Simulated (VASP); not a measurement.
# NaF (Villiaumite) in VASP: further runs, part 2 of 2

VASP 6.6.1.

## 3. Single point, r2SCAN (strain -5.8%)

The input, POSCAR:

```
NaF
1.0
    0.0000000000      2.1651503900      2.1651503900
    2.1651503900      0.0000000000      2.1651503900
    2.1651503900      2.1651503900      0.0000000000
Na F
1 1
Direct
    0.0000000000      0.0000000000      0.0000000000
    0.5000000000      0.5000000000      0.5000000000
```

The input, INCAR.step1:

```
  ALGO = Normal
  EDIFF = 1E-4
  ENCUT = 520
  GGA = PE
  ISMEAR = 0
  LASPH = True
  LCHARG = False
  LREAL = False
  LWAVE = True
  NBANDS = 14
  NELM = 60
  PREC = Accurate
  SIGMA = 0.01
```

The input, INCAR.step2:

```
  ALGO = Normal
  EDIFF = 1E-6
  ENCUT = 520
  ISIF = 2
  ISMEAR = 0
  ISTART = 1
  LASPH = True
  LCHARG = False
  LMIXTAU = True
  LREAL = False
  LWAVE = False
  METAGGA = R2SCAN
  NBANDS = 14
  NELM = 60
  PREC = Accurate
  SIGMA = 0.01
```

The input, KPOINTS:

```
k-points
0
Gamma
  10 10 10
```

Potentials or basis: VASP PAW PBE potentials, release 64 (Na_pv, F).

The run is started by

```
> cat potpaw_PBE.64/Na_pv/POTCAR potpaw_PBE.64/F/POTCAR > POTCAR
> cp INCAR.step1 INCAR
> mpirun -np 1 vasp_std > vasp.out
> cp INCAR.step2 INCAR
> mpirun -np 1 vasp_std > vasp.out
```

OUTCAR:

```text
EDIFF = 1E-6
   ENCUT = 520
   ISIF = 2
   ISMEAR = 0
   ISTART = 1
   LASPH = True
   LREAL = False
   METAGGA = R2SCAN
   NELM = 60
   PREC = Accurate

 ion  position               nearest neighbor table
   1  0.000  0.000  0.000-   2 2.17   2 2.17   2 2.17   2 2.17   2 2.17   2 2.17
   2  0.500  0.500  0.500-   1 2.17   1 2.17   1 2.17   1 2.17   1 2.17   1 2.17

  LATTYP: Found a face centered cubic cell.
 ALAT       =     4.3303007800

  Lattice vectors:

 A1 = (   0.0000000000,   2.1651503900,   2.1651503900)
 A2 = (   2.1651503900,   0.0000000000,   2.1651503900)
 A3 = (   2.1651503900,   2.1651503900,   0.0000000000)

Analysis of symmetry for initial positions (statically):
=====================================================================
 Subroutine PRICEL returns:
 Original cell was already a primitive cell.

 Routine SETGRP: Setting up the symmetry group for a
 face centered cubic supercell.

 Subroutine GETGRP returns: Found 48 space group operations
 (whereof 48 operations were pure point group operations)
 out of a pool of 48 trial point group operations.

The static configuration has the point symmetry O_h .

[... 174 lines left out ...]
      6      -1.7191      2.00000
      7      -1.7191      2.00000
      8       6.7661      0.00000
      9      19.5274      0.00000
     10      19.5274      0.00000
     11      19.5275      0.00000
     12      22.7342      0.00000
     13      25.4805      0.00000
     14      25.4805      0.00000
[... 377 lines left out ...]
      1     -22.3807      2.00000
      2     -20.7369      2.00000
      3     -20.7194      2.00000
      4     -20.5064      2.00000
      5      -3.2117      2.00000
      6      -2.2101      2.00000
      7      -2.1376      2.00000
      8      11.5728      0.00000
      9      13.6516      0.00000
     10      18.6181      0.00000
     11      21.7158      0.00000
     12      21.8469      0.00000
     13      28.6493      0.00000
     14      28.6605      0.00000

 [... further k-points ...]

------------------------ aborting loop because EDIFF is reached ----------------------------------------

  FORCE on cell =-STRESS in cart. coord.  units (eV):
  Direction    XX          YY          ZZ          XY          YZ          ZX
  --------------------------------------------------------------------------------------
  -------------------------------------------------------------------------------------
  Total        1.8135190      1.8135190      1.8135190      0.0000000      0.0000000     -0.0000000
  in kB      143.1325749    143.1325749    143.1325749      0.0000000      0.0000000     -0.0000000
  external PRESSURE =     143.1325749 kB  Pullay stress =       0.0000000 kB

 VOLUME and BASIS-vectors are now :
 -----------------------------------------------------------------------------
  energy-cutoff  :      520.00
  volume of cell :       20.30
      direct lattice vectors                 reciprocal lattice vectors
     0.000000000  2.165150390  2.165150390    -0.230930841  0.230930841  0.230930841
     2.165150390  0.000000000  2.165150390     0.230930841 -0.230930841  0.230930841
     2.165150390  2.165150390  0.000000000     0.230930841  0.230930841 -0.230930841

 POSITION                                       TOTAL-FORCE (eV/Angst)
 -----------------------------------------------------------------------------------
      0.00000      0.00000      0.00000        -0.000000      0.000000      0.000000
      2.16515      2.16515      2.16515         0.000000      0.000000      0.000000
 -----------------------------------------------------------------------------------
    total drift:                                0.000000     -0.000000      0.000000

  FREE ENERGIE OF THE ION-ELECTRON SYSTEM (eV)
  ---------------------------------------------------
  free  energy   TOTEN  =       -12.4620036290 eV

  energy  without entropy=      -12.4620036290  energy(sigma->0) =      -12.46200363
```

It took 16 s on 1 thread of Intel Xeon 6975P-C (Granite Rapids), shared host; peak memory 0.14 GiB.

What came out:

- Free energy: -12.4620 eV
- Pressure: 14.3 GPa
- Band gap on the k mesh: 8.49 eV, direct

Levels at points of the mesh, in eV from the valence-band top:
```tsv
k point	band 5	band 6	band 7	band 8	band 9	band 10
(0.00, 0.00, 0.00)	0.00	0.00	0.00	8.49	21.25	21.25
(0.50, 0.00, 0.00)	-2.05	-0.40	-0.40	13.03	15.30	23.78
(0.50, 0.50, 0.00)	-1.59	-0.50	-0.50	14.60	15.98	17.09
```

Caveat: the cell differs from its parent crystal (strain -5.8%); the PAW data sets were made with another functional, which shifts forces and pressure a little. A k mesh can miss the band edges.

## 4. Single point, r2SCAN

This run uses another cell than the first one, of 12.12 Å³/atom, 0.867 times its volume.

The input, POSCAR:

```
NaF
1.0
    0.0000000000      2.2972417931      2.2972417931
    2.2972417931      0.0000000000      2.2972417931
    2.2972417931      2.2972417931      0.0000000000
Na F
1 1
Direct
    0.0000000000      0.0000000000      0.0000000000
    0.5000000000      0.5000000000      0.5000000000
```

The input, INCAR.step1:

```
SYSTEM = NaF
PREC = Accurate ; ENCUT = 520
ISMEAR = 0 ; SIGMA = 0.01
LREAL = .FALSE. ; LASPH = .TRUE.
NELM = 60 ; NBANDS = 14
GGA = PE ; ALGO = Normal
EDIFF = 1E-4 ; LWAVE = .TRUE.
LCHARG = .FALSE.
```

The input, INCAR.step2:

```
SYSTEM = NaF
PREC = Accurate ; ENCUT = 520
EDIFF = 1E-7 ; ISMEAR = 0
SIGMA = 0.01 ; LREAL = .FALSE.
LASPH = .TRUE. ; NELM = 60
ALGO = Normal ; ISIF = 2
LWAVE = .FALSE. ; LCHARG = .TRUE.
METAGGA = R2SCAN ; LMIXTAU = .TRUE.
LELF = .TRUE. ; LVHAR = .TRUE.
NBANDS = 14 ; ISTART = 1
```

The input, KPOINTS:

```
Automatic mesh
0
G
  10 10 10
  0 0 0
```

The run is started by

```
> cat potpaw_PBE.64/Na_pv/POTCAR potpaw_PBE.64/F/POTCAR > POTCAR
> cp INCAR.step1 INCAR
> mpirun -np 1 vasp_std > vasp.out
> cp INCAR.step2 INCAR
> mpirun -np 1 vasp_std > vasp.out
```

Wall time 20 s (1 thread of Intel Xeon 6975P-C (Granite Rapids), shared host); peak memory 0.14 GiB.

It converged, with:

| Quantity | Value |
| --- | --- |
| Free energy | -12.6029 eV |
| Pressure | -0.9 GPa |
| Band gap on the k mesh | 7.32 eV, direct |

Levels at points of the mesh, in eV from the valence-band top:
| k point | band 4 | band 5 | band 6 | band 7 | band 8 | band 9 | band 10 | band 11 |
| --- | --- | --- | --- | --- | --- | --- | --- | --- |
| (0.00, 0.00, 0.00) | -19.42 | 0.00 | 0.00 | 0.00 | 7.32 | 19.97 | 19.97 | 19.97 |
| (0.50, 0.00, 0.00) | -18.90 | -1.61 | -0.28 | -0.28 | 11.80 | 13.64 | 21.70 | 21.70 |
| (0.50, 0.50, 0.00) | -19.48 | -1.30 | -0.41 | -0.41 | 14.01 | 14.29 | 15.11 | 21.46 |

Caveat: the PAW data sets were made with another functional, which shifts forces and pressure a little.

## 5. Single point, r2SCAN (strain +4.9%)

The input, POSCAR:

```
NaF
1.0
    0.0000000000      2.4088877442      2.4088877442
    2.4088877442      0.0000000000      2.4088877442
    2.4088877442      2.4088877442      0.0000000000
Na F
1 1
Direct
    0.0000000000      0.0000000000      0.0000000000
    0.5000000000      0.5000000000      0.5000000000
```

The input, INCAR.step1:

```
PREC = Accurate
ENCUT = 520
ISMEAR = 0
SIGMA = 0.01
LREAL = F
LASPH = T
NELM = 60
NBANDS = 14
GGA = PE
ALGO = Normal
EDIFF = 1E-4
LWAVE = T
LCHARG = F
```

The input, INCAR.step2:

```
PREC = Accurate
ENCUT = 520
EDIFF = 1E-7
ISMEAR = 0
SIGMA = 0.01
LREAL = F
LASPH = T
NELM = 60
ALGO = Normal
ISIF = 2
LWAVE = F
LCHARG = F
METAGGA = R2SCAN
LMIXTAU = T
NBANDS = 14
ISTART = 1
```

The input, KPOINTS:

```
Automatic mesh
0
Gamma
  10 10 10
```

The run is started by

```
> cat potpaw_PBE.64/Na_pv/POTCAR potpaw_PBE.64/F/POTCAR > POTCAR
> cp INCAR.step1 INCAR
> mpirun -np 1 vasp_std > vasp.out
> cp INCAR.step2 INCAR
> mpirun -np 1 vasp_std > vasp.out
```

Run time: 45 s. Hardware: 1 thread of Intel Xeon 6975P-C (Granite Rapids), shared host; peak memory 0.16 GiB.

The run converged. Its results:

```yaml
Free_energy: -12.5198 eV
Pressure: -6.2 GPa
Band_gap_on_the_k_mesh: 6.56 eV, direct
```

Levels at points of the mesh, in eV from the valence-band top:
| k point | band 5 | band 6 | band 7 | band 8 | band 9 | band 10 |
| --- | --- | --- | --- | --- | --- | --- |
| (0.00, 0.00, 0.00) | 0.00 | 0.00 | 0.00 | 6.56 | 18.94 | 18.94 |
| (0.50, 0.00, 0.00) | -1.32 | -0.21 | -0.21 | 10.90 | 12.43 | 20.14 |
| (0.50, 0.50, 0.00) | -1.09 | -0.35 | -0.35 | 13.08 | 13.48 | 13.71 |

Caveat: the cell differs from its parent crystal (strain +4.9%); the PAW data sets were made with another functional, which shifts forces and pressure a little. A k mesh can miss the band edges.

## 6. Single point, PBE (shear xy strain +5.8%)

The input, INCAR:

```
  PREC = Accurate
  ENCUT = 520
  EDIFF = 1E-6
  ISMEAR = -1
  SIGMA = 0.02
  LREAL = False
  LASPH = True
  NELM = 100
  ALGO = Normal
  ISIF = 2
  LWAVE = False
  LCHARG = False
  GGA = PE
  NBANDS = 14
```

The input, KPOINTS:

```
regular mesh
0
Gamma
  10 10 10
```

The input, POSCAR:

```
NaF
1.0
    0.0660457016      2.2972417931      2.2972417931
    2.2972417931      0.0660457016      2.2972417931
    2.3632874946      2.3632874946     -0.0000000001
Na F
1 1
Direct
    0.0000000000      0.0000000000      0.0000000000
    0.5000000000      0.5000000000      0.5000000000
```

Potentials or basis: VASP PAW PBE potentials, release 64 (Na_pv, F).

The run is started by

```
> cat potpaw_PBE.64/Na_pv/POTCAR potpaw_PBE.64/F/POTCAR > POTCAR
> mpirun -np 1 vasp_std > vasp.out
```

Run time: 16 s. Hardware: 1 thread of Intel Xeon 6975P-C (Granite Rapids), shared host; peak memory 0.17 GiB.

Results (log left out):

```
Free energy            : -8.5424 eV
Pressure               : 3.5 GPa
Band gap on the k mesh : 6.35 eV, direct
```

Stress tensor (GPa, compression positive):
```
 3.55 -1.56  0.00
-1.56  3.55  0.00
 0.00  0.00  3.42
```

Levels at points of the mesh, in eV from the valence-band top:
```tsv
k point	band 3	band 4	band 5	band 6	band 7	band 8	band 9	band 10	band 11	band 12
(0.00, 0.00, 0.00)	-18.97	-18.97	-0.16	-0.09	0.00	6.35	18.38	19.10	19.81	21.95
(0.50, 0.00, 0.00)	-18.98	-18.22	-1.71	-0.44	-0.36	10.87	12.85	19.74	20.29	22.61
(0.50, 0.50, 0.00)	-19.03	-19.03	-1.40	-0.62	-0.37	13.13	13.28	13.97	19.34	20.75
(0.00, 0.00, 0.50)	-18.98	-18.19	-1.76	-0.35	-0.25	10.84	12.36	20.35	20.94	22.81
(0.50, 0.00, 0.50)	-19.03	-19.02	-1.40	-0.50	-0.50	13.28	13.31	13.77	20.02	20.05
```

Caveat: the cell differs from its parent crystal (shear xy strain +5.8%). A k mesh can miss the band edges.

## 7. Overview

| level | cell | smearing | gap on the mesh (eV) | pressure (GPa) |
| --- | --- | --- | --- | --- |
| PBE | a = 3.407 Å, angles 60.0°, 2 atoms | fermi-dirac 0.02 eV | 5.71 | -3.0 |
| r2SCAN | a = 3.062 Å, angles 60.0°, 2 atoms | gaussian 0.01 eV | 8.49 | 14.3 |
| r2SCAN | a = 3.249 Å, angles 60.0°, 2 atoms | gaussian 0.01 eV | 7.32 | -0.9 |
| r2SCAN | a = 3.407 Å, angles 60.0°, 2 atoms | gaussian 0.01 eV | 6.56 | -6.2 |
| PBE | a = 3.249, b = 3.249, c = 3.342 Å, angles 59.1, 59.1, 58.1°, 2 atoms | fermi-dirac 0.02 eV | 6.35 | 3.5 |

Alike in all rows: task single point; potentials or basis VASP PAW PBE potentials, release 64 (Na_pv, F); no spin polarisation; k mesh 10 × 10 × 10; cutoff (eV) 520.

Caveats: the PAW data sets were made with another functional, which shifts forces and pressure a little (some runs).

Total energies depend on the potentials used, so only differences within one code and one set of settings carry meaning.
